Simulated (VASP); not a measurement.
# Zr (P6_3/mmc) in VASP: notebook, part 2 of 2

VASP 6.6.1. The steps go on from the part before.

## (7) Single point, BLYP (volume scaled by 1.04)

The input, INCAR:

```
SYSTEM = Zr
  PREC = Accurate
  ENCUT = 520
  EDIFF = 1E-7
  ISMEAR = -1
  SIGMA = 0.1
  LREAL = .False.
  LASPH = .True.
  NELM = 100
  ALGO = Normal
  ISIF = 2
  LWAVE = .False.
  LCHARG = .False.
  GGA = B5
  ALDAX = 1.0
  AGGAX = 1.0
  AGGAC = 1.0
  ALDAC = 0.0
  NBANDS = 19
```

The input, KPOINTS:

```
regular mesh
0
Gamma
  18 18 10
  0 0 0
```

The input, POSCAR:

```
Zr
1.0
    3.3097304501      0.0000000000      0.0000000000
   -1.6548652250      2.8663106495      0.0000000000
    0.0000000000      0.0000000000      5.3020575679
Zr
2
Direct
    0.3333333333      0.6666666667      0.2500000000
    0.6666666667      0.3333333333      0.7500000000
```

Potentials or basis: VASP PAW PBE potentials, release 64 (Zr_sv).

The run is started by

```sh
cat potpaw_PBE.64/Zr_sv/POTCAR > POTCAR
mpirun -np 1 vasp_std > vasp.out
```

OUTCAR:

```text
SYSTEM = Zr
   PREC = Accurate
   ENCUT = 520
   EDIFF = 1E-7
   ISMEAR = -1
   LREAL = .False.
   LASPH = .True.
   NELM = 100
   ISIF = 2
   GGA = B5

 ion  position               nearest neighbor table
   1  0.333  0.667  0.250-   2 3.27   2 3.27   2 3.27   2 3.27   2 3.27   2 3.27
   2  0.667  0.333  0.750-   1 3.27   1 3.27   1 3.27   1 3.27   1 3.27   1 3.27

  LATTYP: Found a hexagonal cell.
 ALAT       =     3.3097304501
 C/A-ratio  =     1.6019605366

  Lattice vectors:

 A1 = (   3.3097304501,   0.0000000000,   0.0000000000)
 A2 = (  -1.6548652250,   2.8663106495,   0.0000000000)
 A3 = (   0.0000000000,   0.0000000000,   5.3020575679)

Analysis of symmetry for initial positions (statically):
=====================================================================
 Subroutine PRICEL returns:
 Original cell was already a primitive cell.

 Routine SETGRP: Setting up the symmetry group for a
 hexagonal supercell.

 Subroutine GETGRP returns: Found 24 space group operations
 (whereof 12 operations were pure point group operations)
 out of a pool of 24 trial point group operations.

The static configuration has the point symmetry D_3d.
 The point group associated with its full space group is D_6h.

Analysis of symmetry for dynamics (positions and initial velocities):
=====================================================================
 Subroutine PRICEL returns:
 Original cell was already a primitive cell.

 Routine SETGRP: Setting up the symmetry group for a
 hexagonal supercell.

 Subroutine GETGRP returns: Found 24 space group operations
 (whereof 12 operations were pure point group operations)
 out of a pool of 24 trial point group operations.

The dynamic configuration has the point symmetry D_3d.
 The point group associated with its full space group is D_6h.

 Subroutine INISYM returns: Found 24 space group operations
 (whereof 12 operations are pure point group operations),
 and found     1 'primitive' translations

----------------------------------------------------------------------------------------

                                     Primitive cell

  volume of cell :      50.2991

  direct lattice vectors                    reciprocal lattice vectors
     3.309730450  0.000000000  0.000000000     0.302139408  0.174440269  0.000000000
    -1.654865225  2.866310649  0.000000000     0.000000000  0.348880537  0.000000000
     0.000000000  0.000000000  5.302057568     0.000000000  0.000000000  0.188606025

  length of vectors
     3.309730450  3.309730450  5.302057568     0.348880537  0.348880537  0.188606025

  position of ions in fractional coordinates (direct lattice)
     0.333333333  0.666666667  0.250000000
     0.666666667  0.333333333  0.750000000

  ion indices of the primitive-cell ions
   primitive index   ion index
                 1           1
                 2           2

----------------------------------------------------------------------------------------

 KPOINTS: regular mesh

Automatic generation of k-mesh.
 Grid dimensions read from file:
 generate k-points for:   18   18   10

 Generating k-lattice:

  Cartesian coordinates                     Fractional coordinates (reciprocal lattice)
     0.016785523  0.009691126  0.000000000     0.055555556 -0.000000000  0.000000000
     0.000000000  0.019382252  0.000000000     0.000000000  0.055555556  0.000000000
     0.000000000  0.000000000  0.018860602     0.000000000  0.000000000  0.100000000

  Length of vectors
     0.019382252  0.019382252  0.018860602

  Shift w.r.t. Gamma in fractional coordinates (k-lattice)
     0.000000000  0.000000000  0.000000000

 Subroutine IBZKPT returns following result:
 ===========================================

 Found    222 irreducible k-points:

 Following reciprocal coordinates:
            Coordinates               Weight
  0.000000  0.000000  0.000000      1.000000
  0.055556  0.000000  0.000000      6.000000
  0.111111  0.000000  0.000000      6.000000
  0.166667  0.000000  0.000000      6.000000
  0.222222  0.000000  0.000000      6.000000
  0.277778  0.000000  0.000000      6.000000
[... 16 lines left out ...]
  0.333333  0.111111  0.000000     12.000000
  0.388889  0.111111  0.000000     12.000000
 [... further k-points ...]
   k-points           NKPTS =    222   k-points in BZ     NKDIM =    222   number of bands    NBANDS=     19
   number of dos      NEDOS =    301   number of ions     NIONS =      2
   total plane-waves  NPLWV =  31360
   dimension x,y,z NGX =    28 NGY =   28 NGZ =   40
   dimension x,y,z NGXF=    56 NGYF=   56 NGZF=   80
   ions per type =               2
   NGX,Y,Z   is equivalent  to a cutoff of  14.06, 14.06, 12.54 a.u.
   NGXF,Y,Z  is equivalent  to a cutoff of  28.13, 28.13, 25.08 a.u.
 SYSTEM =  Zr
   PREC   = accura    normal or accurate (medium, high low for compatibility)
   ISTART =      0    job   : 0-new  1-cont  2-samecut
   ICHARG =      2    charge: 1-file 2-atom 10-const
   ISPIN  =      1    spin polarized calculation?
   LNONCOLLINEAR =      F non collinear calculations
   LSORBIT =      F    spin-orbit coupling
   LASPH  =      T    aspherical Exc in radial PAW
   ENCUT  =  520.0 eV  38.22 Ry    6.18 a.u.   6.15  6.15  9.86*2*pi/ulx,y,z
   NELM   =    100;   NELMIN=  2; NELMDL= -5     # of ELM steps
   EDIFF  = 0.1E-06   stopping-criterion for ELM
   LREAL  =      F    real-space projection
   EDIFFG = 0.1E-05   stopping-criterion for IOM
   NSW    =      0    number of steps for IOM
   IBRION =     -1    ionic relax: 0-MD 1-quasi-New 2-CG
   NFREE  =      0    steps in history (QN), initial steepest desc. (CG)
   ISIF   =      2    stress and relaxation
   ISYM   =      2    0-nonsym 1-usesym 2-fastsym
   POTIM  = 0.5000    time-step for ionic-motion
   TEBEG  =    0.0;   TEEND  =   0.0 temperature during run
   PSTRESS=    0.0 pullay stress
   NELECT =      24.0000    total number of electrons
   NUPDOWN=      -1.0000    fix difference up-down
   EMIN   =  10.00;   EMAX   =-10.00  energy-range for DOS
   EFERMI =   0.00;   METHOD = LEGACY
   ISMEAR =    -1;   SIGMA  =   0.10  broadening in eV -4-tet -1-fermi 0-gaus
   EFERMI_NEDOS =   21; number of points for ismear=-14 and -15
   IALGO  =     38    algorithm
   IMIX   =      4    mixing-type and parameters
     AMIX     =   0.40;   BMIX     =  1.00
     AMIX_MAG =   1.60;   BMIX_MAG =  1.00
  volume/ion in A,a.u.               =      25.15       169.72
  Fermi-wavevector in a.u.,A,eV,Ry     =   1.279259  2.417449 22.265982  1.636504
  Thomas-Fermi vector in A             =   2.411755
   LORBIT       =      0    0 simple, 1 ext, 2 COOP (PROOUT), +10 PAW based schemes
   GGA     = B5    functional components
   LHFCALC =     F    Hartree Fock is set to
   AEXX    =    0.0000 exact exchange contribution
   IVDW    =     0    specifies the selected vdW correction
   LEPSILON=     F    determine dielectric tensor
   LRPA    =     F    only Hartree local field effects (RPA)
 non-spin polarized calculation
  energy-cutoff  :      520.00
  volume of cell :       50.30
 maximum number of plane-waves:      1387
 NGX is ok and might be reduce to    28
   NGX = 13   NGY = 13   NGZ = 19

 number of electron      24.0000000 magnetization

 Free energy of the ion-electron system (eV)
  ---------------------------------------------------
  ext. energy  EPLUGINS =         0.00000000
  ---------------------------------------------------
  free energy    TOTEN  =       -14.67529698 eV

  energy without entropy =      -14.59758710  energy(sigma->0) =      -14.63644204

 E-fermi :   8.6315     XC(G=0): -10.1739

 val. band max:        8.6295958351   @ k =   0.1111   0.0000   0.2000
 cond. band min:       8.6333662759   @ k =   0.3889   0.2222   0.5000
 fundamental gap:      0.0037704408
 Fermi energy:         8.6315076483

 k-point     1 :       0.0000    0.0000    0.0000
  band No.  band energies     occupation
      1     -40.2551      2.00000
      2     -40.1451      2.00000
      3     -18.7437      2.00000
      4     -18.0688      2.00000
      5     -18.0688      2.00000
      6     -17.9708      2.00000
[... 11 lines left out ...]
     18      10.6037      0.00000
     19      12.6264      0.00000

 k-point     2 :       0.0556    0.0000    0.0000
  band No.  band energies     occupation
      1     -40.2525      2.00000
      2     -40.1439      2.00000
      3     -18.7363      2.00000
      4     -18.0852      2.00000
      5     -18.0742      2.00000
      6     -17.9774      2.00000
[... 476 lines left out ...]
 k-point    24 :       0.3889    0.1111    0.0000
  band No.  band energies     occupation
      1     -40.1559      2.00000
      2     -40.1196      2.00000
      3     -18.5780      2.00000
      4     -18.4552      2.00000
      5     -18.4117      2.00000
      6     -18.2600      2.00000
[... 11 lines left out ...]
     18      13.1527      0.00000
     19      13.9161      0.00000

 [... further k-points ...]
[... 5 lines left out ...]
  --------------------------------------------------------------------------------------
  -------------------------------------------------------------------------------------
  Total       -0.9712848     -0.9712848     -0.9850040     -0.0000000      0.0000000      0.0000000
  in kB      -30.9383285    -30.9383285    -31.3753257     -0.0000000      0.0000000      0.0000000
  external PRESSURE =     -31.0839942 kB  Pullay stress =       0.0000000 kB

 VOLUME and BASIS-vectors are now :
 -----------------------------------------------------------------------------
  energy-cutoff  :      520.00
  volume of cell :       50.30
      direct lattice vectors                 reciprocal lattice vectors
     3.309730450  0.000000000  0.000000000     0.302139408  0.174440269  0.000000000
    -1.654865225  2.866310649  0.000000000     0.000000000  0.348880537  0.000000000
     0.000000000  0.000000000  5.302057568     0.000000000  0.000000000  0.188606025

 POSITION                                       TOTAL-FORCE (eV/Angst)
 -----------------------------------------------------------------------------------
     -0.00000      1.91087      1.32551         0.000000     -0.000000      0.000000
      1.65487      0.95544      3.97654        -0.000000      0.000000      0.000000
 -----------------------------------------------------------------------------------
    total drift:                                0.000000     -0.000000      0.000000

  FREE ENERGIE OF THE ION-ELECTRON SYSTEM (eV)
  ---------------------------------------------------
  free  energy   TOTEN  =       -14.6752969751 eV

  energy  without entropy=      -14.5975871025  energy(sigma->0) =      -14.63644204
```

Run time: 1.7 min. Hardware: 1 thread of Intel Xeon 6975P-C (Granite Rapids), shared host; peak memory 0.3 GiB.

What came out:

```
Free energy            : -14.6753 eV
Pressure               : -3.1 GPa
Band gap on the k mesh : zero (band 12 reaches 9.52 eV, above the bottom of band 13 at 8.39 eV)
```

Levels at points of the mesh, in eV from the Fermi level:
| k point | band 10 | band 11 | band 12 | band 13 | band 14 | band 15 |
| --- | --- | --- | --- | --- | --- | --- |
| (0.00, 0.00, 0.00) | -2.78 | 0.81 | 0.81 | 0.89 | 1.09 | 1.41 |
| (0.50, 0.00, 0.00) | -2.27 | -1.87 | -0.18 | 0.55 | 0.71 | 1.31 |
| (0.00, 0.00, 0.50) | -3.75 | 0.05 | 0.05 | 0.73 | 0.73 | 0.73 |
| (0.50, 0.00, 0.50) | -2.58 | -0.94 | -0.94 | 1.54 | 1.54 | 2.04 |

Caveat: the PAW data sets were made with another functional, which shifts forces and pressure a little.

## (8) Overview

```tsv
task	cell	k mesh	cutoff (eV)	gap on the mesh (eV)	pressure (GPa)
relaxation of cell and atoms	relaxed from a = 3.232, b = 3.232, c = 5.147 Å, angles 90.0, 90.0, 120.0°, 2 atoms	11 × 11 × 6	600	none	0.0
single point	a = 3.130, b = 3.130, c = 5.015 Å, angles 90.0, 90.0, 120.0°, 2 atoms	18 × 18 × 10	520	none	14.2
single point	a = 3.177, b = 3.177, c = 5.090 Å, angles 90.0, 90.0, 120.0°, 2 atoms	18 × 18 × 10	520	none	8.6
single point	a = 3.223, b = 3.223, c = 5.162 Å, angles 90.0, 90.0, 120.0°, 2 atoms	18 × 18 × 10	520	none	4.0
single point	a = 3.267, b = 3.267, c = 5.233 Å, angles 90.0, 90.0, 120.0°, 2 atoms	18 × 18 × 10	520	none	0.1
single point	a = 3.310, b = 3.310, c = 5.302 Å, angles 90.0, 90.0, 120.0°, 2 atoms	18 × 18 × 10	520	none	-3.1
```

Alike in all rows: level BLYP; potentials or basis VASP PAW PBE potentials, release 64 (Zr_sv); no spin polarisation; smearing fermi-dirac 0.1 eV.

Caveats: the PAW data sets were made with another functional, which shifts forces and pressure a little.

Total energies depend on the potentials used, so only differences within one code and one set of settings carry meaning.
